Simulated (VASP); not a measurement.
# BP2 (P4_2) in VASP: relaxation of cell and atoms with PBE

Aim: the relaxation of cell and atoms of BP2 with PBE.

Everything below comes from runs of VASP 6.6.1. Logs are shortened: lines on timing, memory, paths and dates and some standing lists are left out, and cuts for length are marked.

## Step 1: The cell of the first run

Symmetry: P4_2, No. 77, tetragonal system. The conventional cell has a = 4.110 Å, b = 4.110 Å, c = 5.325 Å, α = 90.00°, β = 90.00°, γ = 90.00°. B (site symmetry 2) has 4 P at 1.91 to 2.25 Å within 2.5 Å. P (site symmetry 1) has 1 P at 1.77 Å and 2 B at 1.91 to 2.25 Å within 2.4 Å.

The cell was generated, and may not be a known phase.

## Step 2: Relaxation of cell and atoms, PBE

File INCAR:

```
  PREC = Accurate
  ENCUT = 600
  EDIFF = 1E-6
  ISMEAR = 0
  SIGMA = 0.1
  LREAL = False
  LASPH = True
  NELM = 60
  ALGO = Normal
  ISIF = 3
  LWAVE = False
  LCHARG = False
  GGA = PE
  IBRION = 2
  NSW = 90
  EDIFFG = -0.04
```

File KPOINTS:

```
Automatic mesh
0
Gamma
  4 4 4
```

File POSCAR:

```
BP2
1.0
    4.1101422837      0.0000000000      0.0000000000
    0.0000000000      4.1101422837      0.0000000000
    0.0000000000      0.0000000000      5.3254637034
B P
2 4
Direct
    0.5000000000      0.0000000000      0.0680307429
    0.0000000000      0.5000000000      0.5680307429
    0.1370842423      0.3333333333      0.2500000000
    0.8629157577      0.6666666667      0.2500000000
    0.6666666667      0.1370842423      0.7500000000
    0.3333333333      0.8629157577      0.7500000000
```

Potentials or basis: VASP PAW PBE potentials, release 64 (B, P).

Launch:

```bash
> cat potpaw_PBE.64/B/POTCAR potpaw_PBE.64/P/POTCAR > POTCAR
> mpirun -np 1 vasp_std > vasp.out
```

OUTCAR:

```text
PREC = Accurate
   ENCUT = 600
   EDIFF = 1E-6
   ISMEAR = 0
   LREAL = False
   LASPH = True
   NELM = 60
   ISIF = 3
   GGA = PE
   IBRION = 2
   NSW = 90
   EDIFFG = -0.04

 ion  position               nearest neighbor table
   1  0.500  0.000  0.068-   5 1.91   6 1.91   3 2.25   4 2.25
   2  0.000  0.500  0.568-   3 1.91   4 1.91   5 2.25   6 2.25
   3  0.137  0.333  0.250-   4 1.77   2 1.91   1 2.25
   4  0.863  0.667  0.250-   3 1.77   2 1.91   1 2.25
   5  0.667  0.137  0.750-   6 1.77   1 1.91   2 2.25
   6  0.333  0.863  0.750-   5 1.77   1 1.91   2 2.25

  LATTYP: Found a simple tetragonal cell.
 ALAT       =     4.1101422837
 C/A-ratio  =     1.2956884059

  Lattice vectors:

 A1 = (   4.1101422837,   0.0000000000,   0.0000000000)
 A2 = (   0.0000000000,   4.1101422837,   0.0000000000)
 A3 = (   0.0000000000,   0.0000000000,   5.3254637034)

Analysis of symmetry for initial positions (statically):
=====================================================================
 Subroutine PRICEL returns:
 Original cell was already a primitive cell.

 Routine SETGRP: Setting up the symmetry group for a
 simple tetragonal supercell.

 Subroutine GETGRP returns: Found  4 space group operations
 (whereof  2 operations were pure point group operations)
 out of a pool of 16 trial point group operations.

The static configuration has the point symmetry C_2 .
 The point group associated with its full space group is C_2 .

Analysis of symmetry for dynamics (positions and initial velocities):
=====================================================================
 Subroutine PRICEL returns:
 Original cell was already a primitive cell.

 Routine SETGRP: Setting up the symmetry group for a
 simple tetragonal supercell.

 Subroutine GETGRP returns: Found  4 space group operations
 (whereof  2 operations were pure point group operations)
 out of a pool of 16 trial point group operations.

The dynamic configuration has the point symmetry C_2 .
 The point group associated with its full space group is C_2 .

 Subroutine INISYM returns: Found  4 space group operations
 (whereof  2 operations are pure point group operations),
 and found     1 'primitive' translations

----------------------------------------------------------------------------------------

                                     Primitive cell

  volume of cell :      89.9645

  direct lattice vectors                    reciprocal lattice vectors
     4.110142284  0.000000000  0.000000000     0.243300580  0.000000000  0.000000000
     0.000000000  4.110142284  0.000000000     0.000000000  0.243300580  0.000000000
     0.000000000  0.000000000  5.325463703     0.000000000  0.000000000  0.187777076

  length of vectors
     4.110142284  4.110142284  5.325463703     0.243300580  0.243300580  0.187777076

  position of ions in fractional coordinates (direct lattice)
     0.500000000  0.000000000  0.068030743
     0.000000000  0.500000000  0.568030743
     0.137084242  0.333333333  0.250000000
     0.862915758  0.666666667  0.250000000
     0.666666667  0.137084242  0.750000000
     0.333333333  0.862915758  0.750000000

  ion indices of the primitive-cell ions
   primitive index   ion index
                 1           1
                 2           2
                 3           3
                 4           4
                 5           5
                 6           6

----------------------------------------------------------------------------------------

 KPOINTS: Automatic mesh

Automatic generation of k-mesh.
 Grid dimensions read from file:
 generate k-points for:    4    4    4

 Generating k-lattice:

  Cartesian coordinates                     Fractional coordinates (reciprocal lattice)
     0.060825145  0.000000000  0.000000000     0.250000000  0.000000000  0.000000000
     0.000000000  0.060825145  0.000000000     0.000000000  0.250000000  0.000000000
     0.000000000  0.000000000  0.046944269     0.000000000  0.000000000  0.250000000

  Length of vectors
     0.060825145  0.060825145  0.046944269

  Shift w.r.t. Gamma in fractional coordinates (k-lattice)
     0.000000000  0.000000000  0.000000000

 Subroutine IBZKPT returns following result:
 ===========================================

 Found     18 irreducible k-points:

 Following reciprocal coordinates:
            Coordinates               Weight
  0.000000  0.000000  0.000000      1.000000
  0.250000  0.000000  0.000000      4.000000
  0.500000  0.000000  0.000000      2.000000
  0.250000  0.250000  0.000000      4.000000
  0.500000  0.250000  0.000000      4.000000
  0.500000  0.500000  0.000000      1.000000
[... 10 lines left out ...]
  0.500000  0.250000  0.500000      4.000000
  0.500000  0.500000  0.500000      1.000000
   k-points           NKPTS =     18   k-points in BZ     NKDIM =     18   number of bands    NBANDS=     17
   number of dos      NEDOS =    301   number of ions     NIONS =      6
   total plane-waves  NPLWV =  62208
   dimension x,y,z NGX =    36 NGY =   36 NGZ =   48
   dimension x,y,z NGXF=    72 NGYF=   72 NGZF=   96
   ions per type =               2   4
   NGX,Y,Z   is equivalent  to a cutoff of  14.56, 14.56, 14.98 a.u.
   NGXF,Y,Z  is equivalent  to a cutoff of  29.12, 29.12, 29.97 a.u.
 SYSTEM =  unknown system
   PREC   = accura    normal or accurate (medium, high low for compatibility)
   ISTART =      0    job   : 0-new  1-cont  2-samecut
   ICHARG =      2    charge: 1-file 2-atom 10-const
   ISPIN  =      1    spin polarized calculation?
   LNONCOLLINEAR =      F non collinear calculations
   LSORBIT =      F    spin-orbit coupling
   LASPH  =      T    aspherical Exc in radial PAW
   ENCUT  =  600.0 eV  44.10 Ry    6.64 a.u.   8.21  8.21 10.64*2*pi/ulx,y,z
   NELM   =     60;   NELMIN=  2; NELMDL= -5     # of ELM steps
   EDIFF  = 0.1E-05   stopping-criterion for ELM
   LREAL  =      F    real-space projection
   EDIFFG = -.4E-01   stopping-criterion for IOM
   NSW    =     90    number of steps for IOM
   IBRION =      2    ionic relax: 0-MD 1-quasi-New 2-CG
   NFREE  =      1    steps in history (QN), initial steepest desc. (CG)
   ISIF   =      3    stress and relaxation
   ISYM   =      2    0-nonsym 1-usesym 2-fastsym
   POTIM  = 0.5000    time-step for ionic-motion
   TEBEG  =    0.0;   TEEND  =   0.0 temperature during run
   PSTRESS=    0.0 pullay stress
   NELECT =      26.0000    total number of electrons
   NUPDOWN=      -1.0000    fix difference up-down
   EMIN   =  10.00;   EMAX   =-10.00  energy-range for DOS
   EFERMI =   0.00;   METHOD = LEGACY
   ISMEAR =     0;   SIGMA  =   0.10  broadening in eV -4-tet -1-fermi 0-gaus
   EFERMI_NEDOS =   21; number of points for ismear=-14 and -15
   IALGO  =     38    algorithm
   IMIX   =      4    mixing-type and parameters
     AMIX     =   0.40;   BMIX     =  1.00
     AMIX_MAG =   1.60;   BMIX_MAG =  1.00
  volume/ion in A,a.u.               =      14.99       101.19
  Fermi-wavevector in a.u.,A,eV,Ry     =   1.082370  2.045382 15.939550  1.171524
  Thomas-Fermi vector in A             =   2.218409
   LORBIT       =      0    0 simple, 1 ext, 2 COOP (PROOUT), +10 PAW based schemes
   GGA     = PE    functional components
   LHFCALC =     F    Hartree Fock is set to
   AEXX    =    0.0000 exact exchange contribution
   IVDW    =     0    specifies the selected vdW correction
   LEPSILON=     F    determine dielectric tensor
   LRPA    =     F    only Hartree local field effects (RPA)
 conjugate gradient relaxation of ions
 non-spin polarized calculation
 Gauss-broadening in eV      SIGMA  =   0.10
  energy-cutoff  :      600.00
  volume of cell :       89.96
 maximum number of plane-waves:      3033
 NGX is ok and might be reduce to    36
   NGX = 17   NGY = 17   NGZ = 21

--------------------------------------- Ionic step        1  -------------------------------------------

 number of electron      26.0000001 magnetization

 Free energy of the ion-electron system (eV)
  ---------------------------------------------------
  ext. energy  EPLUGINS =         0.00000000
  ---------------------------------------------------
  free energy    TOTEN  =       -26.77192885 eV

  energy without entropy =      -26.75416182  energy(sigma->0) =      -26.76304533

------------------------ aborting loop because EDIFF is reached ----------------------------------------

  FORCE on cell =-STRESS in cart. coord.  units (eV):
  Direction    XX          YY          ZZ          XY          YZ          ZX
  --------------------------------------------------------------------------------------
  -------------------------------------------------------------------------------------
  Total       14.6492433     14.6492433      0.1351962     -0.0000001      0.0000000      0.0000000
  in kB      260.8883177    260.8883177      2.4077080     -0.0000023      0.0000000      0.0000000
  external PRESSURE =     174.7281144 kB  Pullay stress =       0.0000000 kB
[... 25 lines left out ...]
  energy  without entropy=      -26.7541618165  energy(sigma->0) =      -26.76304533

--------------------------------------- Ionic step        2  -------------------------------------------

 number of electron      26.0000000 magnetization

 E-fermi :   3.9564     XC(G=0):  -9.4229

 val. band max:        3.9545507607   @ k =   0.2500   0.0000   0.2500
 cond. band min:       3.9677260110   @ k =   0.5000   0.2500   0.2500
 fundamental gap:      0.0131752503
 Fermi energy:         3.9563728857

 k-point     1 :       0.0000    0.0000    0.0000
  band No.  band energies     occupation
      1      -9.1926      2.00000
      2      -6.7297      2.00000
      3      -5.2209      2.00000
      4      -5.2209      2.00000
      5      -3.8942      2.00000
      6      -0.4564      2.00000
[... 9 lines left out ...]
     16       4.7223      0.00000
     17       6.8617      0.00000
[... 411 lines left out ...]
  FREE ENERGIE OF THE ION-ELECTRON SYSTEM (eV)
  ---------------------------------------------------
  free  energy   TOTEN  =       -28.7386848043 eV

  energy  without entropy=      -28.7085125926  energy(sigma->0) =      -28.72359870

 E-fermi :   5.3457     XC(G=0):  -9.9890

 val. band max:        5.3440787888   @ k =   0.0000   0.0000   0.0000
 cond. band min:       5.3499397370   @ k =   0.2500   0.2500   0.5000
 fundamental gap:      0.0058609482
 Fermi energy:         5.3456817598

 k-point     1 :       0.0000    0.0000    0.0000
  band No.  band energies     occupation
      1      -8.7766      2.00000
      2      -6.0466      2.00000
      3      -3.6697      2.00000
      4      -3.2268      2.00000
      5      -3.2268      2.00000
      6       0.1890      2.00000
[... 9 lines left out ...]
     16       7.3335      0.00000
     17       7.4684      0.00000
[... 323 lines left out ...]
      1      -6.8526      2.00000
      2      -5.9720      2.00000
      3      -4.7919      2.00000
      4      -4.7919      2.00000
      5      -3.6892      2.00000
      6      -1.4097      2.00000
[... 9 lines left out ...]
     16       8.2613      0.00000
     17       8.4946      0.00000

[... ionic steps 4 to 35 ...]

--------------------------------------- Ionic step       36  -------------------------------------------

 number of electron      25.9999999 magnetization

------------------------ aborting loop because EDIFF is reached ----------------------------------------

  FORCE on cell =-STRESS in cart. coord.  units (eV):
  Direction    XX          YY          ZZ          XY          YZ          ZX
  --------------------------------------------------------------------------------------
  -------------------------------------------------------------------------------------
  Total        0.1570325      0.1570325     -0.2173972      0.0000000      0.0000000      0.0000000
  in kB        2.8792811      2.8792811     -3.9861037      0.0000001      0.0000000      0.0000000
  external PRESSURE =       0.5908195 kB  Pullay stress =       0.0000000 kB
[... 65 lines left out ...]
  energy  without entropy=      -32.5489011537  energy(sigma->0) =      -32.55209637

--------------------------------------- Ionic step       38  -------------------------------------------

 number of electron      25.9999999 magnetization

 Free energy of the ion-electron system (eV)
  ---------------------------------------------------
  ext. energy  EPLUGINS =         0.00000000
  ---------------------------------------------------
  free energy    TOTEN  =       -32.55591372 eV

  energy without entropy =      -32.54990148  energy(sigma->0) =      -32.55290760

 E-fermi :   7.2726     XC(G=0): -10.2604

 val. band max:        7.2236896893   @ k =   0.0000   0.0000   0.0000
 cond. band min:       7.3105349290   @ k =   0.5000   0.0000   0.0000
 fundamental gap:      0.0868452397
 Fermi energy:         7.2726482697

 k-point     1 :       0.0000    0.0000    0.0000
  band No.  band energies     occupation
      1      -9.2560      2.00000
      2      -4.1879      2.00000
      3      -3.2024      2.00000
      4      -2.7992      2.00000
      5      -2.7992      2.00000
      6      -0.1588      2.00000
[... 9 lines left out ...]
     16       8.4589      0.00000
     17       9.3005      0.00000
[... 371 lines left out ...]
  FREE ENERGIE OF THE ION-ELECTRON SYSTEM (eV)
  ---------------------------------------------------
  free  energy   TOTEN  =       -32.5559137212 eV

  energy  without entropy=      -32.5499014782  energy(sigma->0) =      -32.55290760

 reached required accuracy - stopping structural energy minimisation
```

Wall time 8 min (1 thread of Intel Xeon Platinum 8559C (Emerald Rapids), shared host); peak memory 0.24 GiB.

Results:

```yaml
Free_energy: -32.5559 eV
Relaxed_volume: 14.58 Å³/atom
Relaxed_cell: a = 4.353 Å, b = 4.353 Å, c = 4.616 Å, α = 90.00°, β = 90.00°, γ = 90.00°
Space_group_after_relaxing_to_0.1_Å: P4_222 (No. 93)
Energy_gained_by_relaxing: 964.0 meV/atom
Ionic_steps: 38
Pressure_after_relaxing: -0.1 GPa
Largest_force_after_relaxing: 0.006 eV/Å
Band_gap_on_the_k_mesh: zero (bands 13 and 14 overlap by 0.77 eV)
```

Forces on the atoms (eV/Å):
```
B    0.000  0.000 -0.005
B    0.000  0.000 -0.005
P   -0.005 -0.004  0.003
P    0.005  0.004  0.003
P    0.004 -0.005  0.003
P   -0.004  0.005  0.003
```

The path:
```csv
step,energy change (eV),largest force (eV/Å),pressure (GPa),volume (Å³)
1,0.0000,12.1925,17.47,89.96
2,-1.6999,1.3602,-10.33,112.53
3,-1.9668,1.3624,-12.04,110.43
4,-2.2166,1.2981,-13.22,108.47
5,-3.3390,0.7356,-13.34,99.00
6,-3.5123,1.3399,-7.83,94.43
7,-3.5323,0.7424,-11.08,96.40
8,-3.5517,0.8140,-10.09,95.67
9,-3.5525,0.8823,-9.73,95.43
10,-4.1793,0.9016,-1.48,85.09
11,-4.2415,0.9452,3.16,81.31
12,-4.4669,0.6772,3.65,80.24
13,-4.4811,0.8554,4.27,79.91
14,-4.7241,0.6641,-0.15,83.30
15,-4.7616,0.4761,-1.79,84.84
16,-4.7629,0.4367,-2.05,85.13
17,-4.8036,0.1930,0.72,83.80
18,-4.8040,0.1745,0.45,83.92
19,-4.8510,0.1514,1.20,83.90
20,-4.9211,0.1167,2.88,83.80
21,-5.0524,0.7641,5.85,83.35
22,-5.0488,1.1763,6.97,83.13
23,-5.0539,0.9758,6.44,83.23
24,-5.0650,0.9999,6.29,83.37
25,-5.0951,1.0839,5.87,83.77
26,-5.1438,1.2482,5.07,84.53
27,-5.1912,1.6061,3.56,85.89
28,-5.2501,1.3883,2.27,86.49
29,-5.3518,0.9686,-0.99,88.28
30,-5.3649,0.8913,-2.23,89.09
31,-5.4108,0.8076,-1.91,88.75
32,-5.5217,0.6201,-0.88,87.76
33,-5.6116,0.9021,1.58,85.81
34,-5.6831,0.6199,1.21,86.06
35,-5.7701,0.3357,0.58,86.80
36,-5.7828,0.0817,0.06,87.38
37,-5.7834,0.0567,-0.07,87.53
38,-5.7840,0.0064,-0.08,87.48
```

Final structure:
```
B P
1.0
     4.35327    0.00000    0.00000
     0.00000    4.35327    0.00000
     0.00000    0.00000    4.61605
B P
2 4
Direct
  0.50000 0.00000 0.02284
  0.00000 0.50000 0.52284
  0.17566 0.17581 0.27259
  0.82434 0.82419 0.27259
  0.82419 0.17566 0.77259
  0.17581 0.82434 0.77259
```

Caveat: the k points lie up to 0.36 Å⁻¹ apart in the final cell, too coarse for converged energies and pressures of a metal; semilocal functionals underestimate gaps, and a narrow one can read as zero.

The gap in the log of VASP goes by the Fermi energy; the results here count the filled bands.